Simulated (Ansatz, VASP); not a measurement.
# Fe in VASP and in Ansatz

File INCAR:

```
SYSTEM = Fe
PREC = Accurate
ENCUT = 520
EDIFF = 1E-6
ISMEAR = -1
SIGMA = 0.05
LREAL = .FALSE.
LASPH = .TRUE.
NELM = 150
ALGO = Normal
ISIF = 2
LWAVE = .FALSE.
LCHARG = .FALSE.
ISPIN = 2
MAGMOM = 2.609 2.609
LORBIT = 11
LMAXMIX = 4
GGA = RE
NBANDS = 19
```

Contents of KPOINTS:

```
regular mesh
0
G
  17 17 8
  0 0 0
```

Contents of POSCAR:

```
Fe
1.0
   -1.6015470542      1.6015838448      1.2210004595
    1.6015838448     -1.6015470542      1.2210004595
    3.0009396937      3.0009396937     -1.2209330775
Fe
2
Direct
    0.0000126043      0.9999873957      1.0000000000
    0.7499873957      0.2500126043      0.5000000000
```

Input for Ansatz:

```yaml
crystal:
  lattice:
    - [-1.6015470542, 1.6015838448, 1.2210004595]
    - [1.6015838448, -1.6015470542, 1.2210004595]
    - [3.0009396937, 3.0009396937, -1.2209330775]
  atoms:
    - { symbol: Fe, position: [1.26043e-05, 0.9999873957, 1.0], spin: 2.609 }
    - { symbol: Fe, position: [0.7499873957, 0.2500126043, 0.5], spin: 2.609 }
hamiltonian:
  xc: revpbe
  pseudopotentials:
    kind: paw
    azcp:
      Fe: "pseudopotentials/Fe.paw.azcp"
basis:
  ecutwfc: 420
  fft_grid_basis: typed
kpoints:
  mp_grid: { grid: [17, 17, 8], shift: [0, 0, 0] }
magnetization:
  spin_polarized: true
scf:
  occupations: { method: fermi_dirac, width: 0.05 }
  lower_state_search: "off"
output:
  stress: true
  write_density: true
  write_potential: true
  elf: true
  volumetric_format: npy
```

Alike in both runs: task single point; functional revPBE; k mesh 17 × 17 × 8; occupations fermi-dirac, width 0.05 eV; collinear spin.

```csv
,VASP,Ansatz
version,VASP 6.6.1,Ansatz 0.2.0
potentials or method,"VASP PAW PBE potentials, release 64 (Fe), cutoff 520 eV","plane waves (420 eV) with PAW, scalar-relativistic"
valence electrons in the cell,16,32
```

|  | VASP | Ansatz | Ansatz less VASP |
| --- | --- | --- | --- |
| pressure (GPa) | 6.5 | 6.7 | +0.11 |
| traceless stress, the component that is largest in VASP (GPa) | -0.68 | -0.84 | -0.157 |
| net moment per atom (μB) | 2.49 | 2.48 | -0.013 |
| size of the moment on the site where the two differ most (μB) | 2.49 | 2.52 | +0.030 |

VASP's potentials were made for PBE, not for revPBE. Site moments also hang on the region over which each program counts them. VASP's potentials hold 16 valence electrons a cell and Ansatz's 32, so a difference there can come from the potentials and not from the codes.
